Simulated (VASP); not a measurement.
# La (P6_3/mmc) in VASP: notebook

Aim: see how the results for La move with the level of theory and the settings. Levels: PBEsol, PBEsol+D3(BJ). Tasks: single point.

Everything below comes from runs of VASP 6.6.1. Logs are shortened: lines on timing, memory, paths and dates and some standing lists are left out, and cuts for length are marked.

## 1. The cell of the first run

It takes space group P6_3/mmc (No. 194, hexagonal). Conventional cell: a = 3.450 Å, b = 3.450 Å, c = 5.692 Å, α = 90.00°, β = 90.00°, γ = 120.00°. La (site symmetry -6m2) has 12 La at 3.45 to 3.47 Å within 4.5 Å.

## 2. Single point, PBEsol

Input file INCAR:

```
SYSTEM = La
ALGO = Fast ; EDIFF = 1E-6
ENCUT = 520 ; GGA = PS
ISIF = 2 ; ISMEAR = -1
LASPH = .True. ; LCHARG = .False.
LREAL = .False. ; LWAVE = .False.
NBANDS = 18 ; NELM = 100
PREC = Accurate ; SIGMA = 0.05
```

Input file KPOINTS:

```
k-points
0
Gamma
  8 8 5
  0 0 0
```

Input file POSCAR:

```
La
1.0
    3.4502030894      0.0000000000      0.0000000000
   -1.7251015447      2.9879635237      0.0000000000
    0.0000000000      0.0000000000      5.6920420766
La
2
Direct
    0.6666666667      0.3333333333      0.7500000000
    0.3333333333      0.6666666667      0.2500000000
```

Potentials or basis: VASP PAW PBE potentials, release 64 (La).

Run with:

```sh
> cat potpaw_PBE.64/La/POTCAR > POTCAR
> mpirun -np 1 vasp_std > vasp.out
```

OUTCAR:

```text
SYSTEM = La
   EDIFF = 1E-6
   ENCUT = 520
   GGA = PS
   ISIF = 2
   ISMEAR = -1
   LASPH = .True.
   LREAL = .False.
   NELM = 100
   PREC = Accurate

 ion  position               nearest neighbor table
   1  0.667  0.333  0.750-   2 3.47   2 3.47   2 3.47   2 3.47   2 3.47   2 3.47
   2  0.333  0.667  0.250-   1 3.47   1 3.47   1 3.47   1 3.47   1 3.47   1 3.47

  LATTYP: Found a hexagonal cell.
 ALAT       =     3.4502030894
 C/A-ratio  =     1.6497701524

  Lattice vectors:

 A1 = (   3.4502030894,   0.0000000000,   0.0000000000)
 A2 = (  -1.7251015447,   2.9879635237,   0.0000000000)
 A3 = (   0.0000000000,   0.0000000000,   5.6920420766)

Analysis of symmetry for initial positions (statically):
=====================================================================
 Subroutine PRICEL returns:
 Original cell was already a primitive cell.

 Routine SETGRP: Setting up the symmetry group for a
 hexagonal supercell.

 Subroutine GETGRP returns: Found 24 space group operations
 (whereof 12 operations were pure point group operations)
 out of a pool of 24 trial point group operations.

The static configuration has the point symmetry D_3d.
 The point group associated with its full space group is D_6h.

Analysis of symmetry for dynamics (positions and initial velocities):
=====================================================================
 Subroutine PRICEL returns:
 Original cell was already a primitive cell.

 Routine SETGRP: Setting up the symmetry group for a
 hexagonal supercell.

 Subroutine GETGRP returns: Found 24 space group operations
 (whereof 12 operations were pure point group operations)
 out of a pool of 24 trial point group operations.

The dynamic configuration has the point symmetry D_3d.
 The point group associated with its full space group is D_6h.

 Subroutine INISYM returns: Found 24 space group operations
 (whereof 12 operations are pure point group operations),
 and found     1 'primitive' translations

----------------------------------------------------------------------------------------

                                     Primitive cell

  volume of cell :      58.6797

  direct lattice vectors                    reciprocal lattice vectors
     3.450203089  0.000000000  0.000000000     0.289838011  0.167338054  0.000000000
    -1.725101545  2.987963524  0.000000000     0.000000000  0.334676107  0.000000000
     0.000000000  0.000000000  5.692042077     0.000000000  0.000000000  0.175683873

  length of vectors
     3.450203089  3.450203089  5.692042077     0.334676107  0.334676107  0.175683873

  position of ions in fractional coordinates (direct lattice)
     0.666666667  0.333333333  0.750000000
     0.333333333  0.666666667  0.250000000

  ion indices of the primitive-cell ions
   primitive index   ion index
                 1           1
                 2           2

----------------------------------------------------------------------------------------

 KPOINTS: k-points

Automatic generation of k-mesh.
 Grid dimensions read from file:
 generate k-points for:    8    8    5

 Generating k-lattice:

  Cartesian coordinates                     Fractional coordinates (reciprocal lattice)
     0.036229751  0.020917257  0.000000000     0.125000000 -0.000000000  0.000000000
     0.000000000  0.041834513  0.000000000     0.000000000  0.125000000  0.000000000
     0.000000000  0.000000000  0.035136775     0.000000000  0.000000000  0.200000000

  Length of vectors
     0.041834513  0.041834513  0.035136775

  Shift w.r.t. Gamma in fractional coordinates (k-lattice)
     0.000000000  0.000000000  0.000000000

 Subroutine IBZKPT returns following result:
 ===========================================

 Found     30 irreducible k-points:

 Following reciprocal coordinates:
            Coordinates               Weight
  0.000000  0.000000  0.000000      1.000000
  0.125000 -0.000000  0.000000      6.000000
  0.250000 -0.000000  0.000000      6.000000
  0.375000 -0.000000  0.000000      6.000000
  0.500000 -0.000000  0.000000      3.000000
  0.125000  0.125000  0.000000      6.000000
[... 16 lines left out ...]
  0.250000 -0.000000  0.400000     12.000000
  0.375000 -0.000000  0.400000     12.000000
 [... further k-points ...]
   k-points           NKPTS =     30   k-points in BZ     NKDIM =     30   number of bands    NBANDS=     18
   number of dos      NEDOS =    301   number of ions     NIONS =      2
   total plane-waves  NPLWV =  32928
   dimension x,y,z NGX =    28 NGY =   28 NGZ =   42
   dimension x,y,z NGXF=    56 NGYF=   56 NGZF=   84
   ions per type =               2
   NGX,Y,Z   is equivalent  to a cutoff of  13.49, 13.49, 12.27 a.u.
   NGXF,Y,Z  is equivalent  to a cutoff of  26.98, 26.98, 24.53 a.u.
 SYSTEM =  La
   PREC   = accura    normal or accurate (medium, high low for compatibility)
   ISTART =      0    job   : 0-new  1-cont  2-samecut
   ICHARG =      2    charge: 1-file 2-atom 10-const
   ISPIN  =      1    spin polarized calculation?
   LNONCOLLINEAR =      F non collinear calculations
   LSORBIT =      F    spin-orbit coupling
   LASPH  =      T    aspherical Exc in radial PAW
   ENCUT  =  520.0 eV  38.22 Ry    6.18 a.u.   6.42  6.42 10.58*2*pi/ulx,y,z
   NELM   =    100;   NELMIN=  2; NELMDL= -5     # of ELM steps
   EDIFF  = 0.1E-05   stopping-criterion for ELM
   LREAL  =      F    real-space projection
   EDIFFG = 0.1E-04   stopping-criterion for IOM
   NSW    =      0    number of steps for IOM
   IBRION =     -1    ionic relax: 0-MD 1-quasi-New 2-CG
   NFREE  =      0    steps in history (QN), initial steepest desc. (CG)
   ISIF   =      2    stress and relaxation
   ISYM   =      2    0-nonsym 1-usesym 2-fastsym
   POTIM  = 0.5000    time-step for ionic-motion
   TEBEG  =    0.0;   TEEND  =   0.0 temperature during run
   PSTRESS=    0.0 pullay stress
   NELECT =      22.0000    total number of electrons
   NUPDOWN=      -1.0000    fix difference up-down
   EMIN   =  10.00;   EMAX   =-10.00  energy-range for DOS
   EFERMI =   0.00;   METHOD = LEGACY
   ISMEAR =    -1;   SIGMA  =   0.05  broadening in eV -4-tet -1-fermi 0-gaus
   EFERMI_NEDOS =   21; number of points for ismear=-14 and -15
   IALGO  =     68    algorithm
   IMIX   =      4    mixing-type and parameters
     AMIX     =   0.40;   BMIX     =  1.00
     AMIX_MAG =   1.60;   BMIX_MAG =  1.00
  volume/ion in A,a.u.               =      29.34       198.00
  Fermi-wavevector in a.u.,A,eV,Ry     =   1.180465  2.230755 18.959680  1.393497
  Thomas-Fermi vector in A             =   2.316757
   LORBIT       =      0    0 simple, 1 ext, 2 COOP (PROOUT), +10 PAW based schemes
   GGA     = PS    functional components
   LHFCALC =     F    Hartree Fock is set to
   AEXX    =    0.0000 exact exchange contribution
   IVDW    =     0    specifies the selected vdW correction
   LEPSILON=     F    determine dielectric tensor
   LRPA    =     F    only Hartree local field effects (RPA)
 non-spin polarized calculation
 RMM-DIIS sequential band-by-band and
  energy-cutoff  :      520.00
  volume of cell :       58.68
 maximum number of plane-waves:      1605
 NGX is ok and might be reduce to    28
   NGX = 13   NGY = 13   NGZ = 21

 number of electron      22.0000001 magnetization

 Free energy of the ion-electron system (eV)
  ---------------------------------------------------
  ext. energy  EPLUGINS =         0.00000000
  ---------------------------------------------------
  free energy    TOTEN  =       -10.46024996 eV

  energy without entropy =      -10.43545010  energy(sigma->0) =      -10.44785003

 E-fermi :  10.2323     XC(G=0): -10.6914

 val. band max:       10.2248584756   @ k =   0.2500   0.2500   0.4000
 cond. band min:      10.2580935679   @ k =   0.2500   0.2500   0.0000
 fundamental gap:      0.0332350923
 Fermi energy:        10.2323134021

 k-point     1 :       0.0000    0.0000    0.0000
  band No.  band energies     occupation
      1     -22.4507      2.00000
      2     -21.9863      2.00000
      3      -7.3523      2.00000
      4      -5.0014      2.00000
      5      -5.0014      2.00000
      6      -4.7317      2.00000
[... 10 lines left out ...]
     17      12.4262      0.00000
     18      12.5169      0.00000

 k-point     2 :       0.1250   -0.0000    0.0000
  band No.  band energies     occupation
      1     -22.3905      2.00000
      2     -21.9539      2.00000
      3      -7.2350      2.00000
      4      -5.3624      2.00000
      5      -5.1082      2.00000
      6      -5.0373      2.00000
[... 10 lines left out ...]
     17      12.2237      0.00000
     18      12.3783      0.00000

 k-point     3 :       0.2500   -0.0000    0.0000
  band No.  band energies     occupation
      1     -22.2350      2.00000
      2     -21.8800      2.00000
      3      -6.9115      2.00000
      4      -6.1623      2.00000
      5      -5.8010      2.00000
      6      -5.3388      2.00000
[... 10 lines left out ...]
     17      12.4596      0.00000
     18      12.8590      0.00000

 k-point     4 :       0.3750   -0.0000    0.0000
  band No.  band energies     occupation
      1     -22.0558      2.00000
      2     -21.8211      2.00000
      3      -6.8819      2.00000
      4      -6.4788      2.00000
      5      -6.4739      2.00000
      6      -5.5460      2.00000
[... 10 lines left out ...]
     17      12.4887      0.00000
     18      12.6870      0.00000

 k-point     5 :       0.5000   -0.0000    0.0000
  band No.  band energies     occupation
      1     -21.9645      2.00000
      2     -21.8111      2.00000
      3      -7.1613      2.00000
      4      -6.7342      2.00000
      5      -6.2098      2.00000
      6      -5.6268      2.00000
[... 10 lines left out ...]
     17      12.6948      0.00000
     18      12.9868      0.00000

 k-point     6 :       0.1250    0.1250    0.0000
  band No.  band energies     occupation
      1     -22.2824      2.00000
      2     -21.9007      2.00000
      3      -7.0140      2.00000
      4      -5.8264      2.00000
      5      -5.7061      2.00000
      6      -5.2001      2.00000
[... 10 lines left out ...]
     17      12.5467      0.00000
     18      12.6694      0.00000

 k-point     7 :       0.2500    0.1250    0.0000
  band No.  band energies     occupation
      1     -22.1129      2.00000
      2     -21.8350      2.00000
      3      -6.6279      2.00000
      4      -6.5253      2.00000
      5      -6.2738      2.00000
      6      -5.5452      2.00000
[... 10 lines left out ...]
     17      12.5976      0.00000
     18      12.6973      0.00000

 k-point     8 :       0.3750    0.1250    0.0000
  band No.  band energies     occupation
      1     -21.9669      2.00000
      2     -21.8093      2.00000
      3      -7.0098      2.00000
      4      -6.6087      2.00000
      5      -6.2231      2.00000
      6      -5.8011      2.00000
[... 10 lines left out ...]
     17      12.5848      0.00000
     18      12.6961      0.00000
[... 229 lines left out ...]
     17      12.6940      0.00000
     18      12.7545      0.00000

 k-point    20 :       0.3750    0.2500    0.2000
  band No.  band energies     occupation
      1     -21.8784      2.00000
      2     -21.8257      2.00000
      3      -6.8885      2.00000
      4      -6.6346      2.00000
      5      -6.3796      2.00000
      6      -5.8800      2.00000
[... 10 lines left out ...]
     17      12.5141      0.00000
     18      12.5981      0.00000

 k-point    21 :       0.0000    0.0000    0.4000
  band No.  band energies     occupation
      1     -22.2976      2.00000
      2     -22.1544      2.00000
      3      -6.5496      2.00000
      4      -5.7548      2.00000
      5      -4.8929      2.00000
      6      -4.8929      2.00000
[... 10 lines left out ...]
     17      11.8774      0.00000
     18      12.3294      0.00000

 k-point    22 :       0.1250   -0.0000    0.4000
  band No.  band energies     occupation
      1     -22.2461      2.00000
      2     -22.1114      2.00000
      3      -6.5262      2.00000
      4      -5.8431      2.00000
      5      -5.1842      2.00000
      6      -5.0209      2.00000
[... 10 lines left out ...]
     17      12.3990      0.00000
     18      12.4905      0.00000

 k-point    23 :       0.2500   -0.0000    0.4000
  band No.  band energies     occupation
      1     -22.1163      2.00000
      2     -22.0067      2.00000
      3      -6.6306      2.00000
      4      -6.3117      2.00000
      5      -5.6336      2.00000
      6      -5.2522      2.00000
[... 10 lines left out ...]
     17      12.4186      0.00000
     18      12.4578      0.00000

 k-point    24 :       0.3750   -0.0000    0.4000
  band No.  band energies     occupation
      1     -21.9759      2.00000
      2     -21.9034      2.00000
      3      -7.0614      2.00000
      4      -6.9064      2.00000
      5      -5.6560      2.00000
      6      -5.3598      2.00000
[... 10 lines left out ...]
     17      12.5544      0.00000
     18      12.5670      0.00000

 [... further k-points ...]
[... 5 lines left out ...]
  --------------------------------------------------------------------------------------
  -------------------------------------------------------------------------------------
  Total        1.8787486      1.8787486      1.9032983      0.0000000      0.0000000      0.0000000
  in kB       51.2969089     51.2969089     51.9672085      0.0000000      0.0000000      0.0000000
  external PRESSURE =      51.5203421 kB  Pullay stress =       0.0000000 kB

 VOLUME and BASIS-vectors are now :
 -----------------------------------------------------------------------------
  energy-cutoff  :      520.00
  volume of cell :       58.68
      direct lattice vectors                 reciprocal lattice vectors
     3.450203089  0.000000000  0.000000000     0.289838011  0.167338054  0.000000000
    -1.725101545  2.987963524  0.000000000     0.000000000  0.334676107  0.000000000
     0.000000000  0.000000000  5.692042077     0.000000000  0.000000000  0.175683873

 POSITION                                       TOTAL-FORCE (eV/Angst)
 -----------------------------------------------------------------------------------
      1.72510      0.99599      4.26903        -0.000000      0.000000      0.000000
     -0.00000      1.99198      1.42301         0.000000     -0.000000      0.000000
 -----------------------------------------------------------------------------------
    total drift:                               -0.000000      0.000000     -0.000000

  FREE ENERGIE OF THE ION-ELECTRON SYSTEM (eV)
  ---------------------------------------------------
  free  energy   TOTEN  =       -10.4602499624 eV

  energy  without entropy=      -10.4354501031  energy(sigma->0) =      -10.44785003
```

Run time: 91 s. Hardware: 1 thread of AMD EPYC 9R45 (Zen 5), shared host; peak memory 0.17 GiB.

Results:

```
Free energy            : -10.4602 eV
Pressure               : 5.2 GPa
Band gap on the k mesh : zero (band 11 reaches 11.24 eV, above the bottom of band 12 at 9.65 eV)
```

Caveat: the PAW data sets were made with another functional, which shifts forces and pressure a little; spin-orbit coupling is left out, which moves the levels of the heavy elements.

## 3. Single point, PBEsol

This run uses another cell than the first one, of 32.09 Å³/atom, 1.094 times its volume.

Input file INCAR:

```
PREC = Accurate
ENCUT = 520
EDIFF = 1E-6
ISMEAR = -1
SIGMA = 0.05
LREAL = F
LASPH = T
NELM = 80
ALGO = Fast
ISIF = 2
LWAVE = F
LCHARG = F
GGA = PS
NBANDS = 18
```

Input file KPOINTS:

```
Automatic mesh
0
Gamma
  8 8 5
```

Input file POSCAR:

```
La
1.0
    3.5591974817      0.0000000000      0.0000000000
   -1.7795987408      3.0823554362      0.0000000000
    0.0000000000      0.0000000000      5.8506347086
La
2
Direct
    0.6666666667      0.3333333333      0.7500000000
    0.3333333333      0.6666666667      0.2500000000
```

Potentials or basis: VASP PAW PBE potentials, release 64 (La).

Run with:

```sh
> cat potpaw_PBE.64/La/POTCAR > POTCAR
> mpirun -np 1 vasp_std > vasp.out
```

It took 1.7 min on 1 thread of AMD EPYC 9R45 (Zen 5), shared host; peak memory 0.19 GiB.

The run converged. Its results:

* Free energy: -10.5822 eV
* Pressure: 2.1 GPa
* Band gap on the k mesh: zero (band 11 reaches 10.27 eV, above the bottom of band 12 at 8.78 eV)

Levels at points of the mesh, in eV from the Fermi level:
```csv
k point,band 9,band 10,band 11,band 12,band 13,band 14
"(0.00, 0.00, 0.00)",-3.07,-1.92,1.07,1.44,1.44,1.72
"(0.50, 0.00, 0.00)",-1.98,-1.43,-1.22,1.36,1.52,1.61
```

Caveat: the PAW data sets were made with another functional, which shifts forces and pressure a little; spin-orbit coupling is left out, which moves the levels of the heavy elements.

## 4. Single point, PBEsol

This run uses another cell than the first one, of 34.77 Å³/atom, 1.185 times its volume.

Input file INCAR:

```
SYSTEM = La
PREC = Accurate
ENCUT = 520
EDIFF = 1E-7
ISMEAR = -1
SIGMA = 0.05
LREAL = .False.
LASPH = .True.
NELM = 100
ALGO = Normal
ISIF = 2
LWAVE = .False.
LCHARG = .True.
GGA = PS
LELF = .True.
LVHAR = .True.
NBANDS = 18
```

Input file KPOINTS:

```
Automatic mesh
0
Gamma
  8 8 5
  0 0 0
```

Input file POSCAR:

```
La
1.0
    3.6808893241      0.0000000000      0.0000000000
   -1.8404446620      3.1877436632      0.0000000000
    0.0000000000      0.0000000000      5.9261187620
La
2
Direct
    0.6666666667      0.3333333333      0.7500000000
    0.3333333333      0.6666666667      0.2500000000
```

Run with:

```sh
> cat potpaw_PBE.64/La/POTCAR > POTCAR
> mpirun -np 1 vasp_std > vasp.out
```

It took 36 s on 1 thread of AMD EPYC 9R45 (Zen 5), shared host; peak memory 0.17 GiB.

Results (log left out):

```
Free energy            : -10.6164 eV
Pressure               : 0.1 GPa
Band gap on the k mesh : zero (band 11 reaches 9.51 eV, above the bottom of band 12 at 8.12 eV)
```

Stress tensor (GPa, compression positive):
```
0.03 0.00 0.00
0.00 0.03 0.00
0.00 0.00 0.12
```

Levels at points of the mesh, in eV from the Fermi level:
| k point | band 8 | band 9 | band 10 | band 11 | band 12 | band 13 | band 14 | band 15 |
| --- | --- | --- | --- | --- | --- | --- | --- | --- |
| (0.00, 0.00, 0.00) | -15.52 | -3.19 | -1.87 | 1.14 | 1.35 | 1.35 | 1.65 | 1.76 |
| (0.50, 0.00, 0.00) | -15.75 | -1.77 | -1.25 | -1.19 | 1.22 | 1.40 | 1.46 | 1.59 |

Caveat: the PAW data sets were made with another functional, which shifts forces and pressure a little; spin-orbit coupling is left out, which moves the levels of the heavy elements.

[end of part 1 of 2]
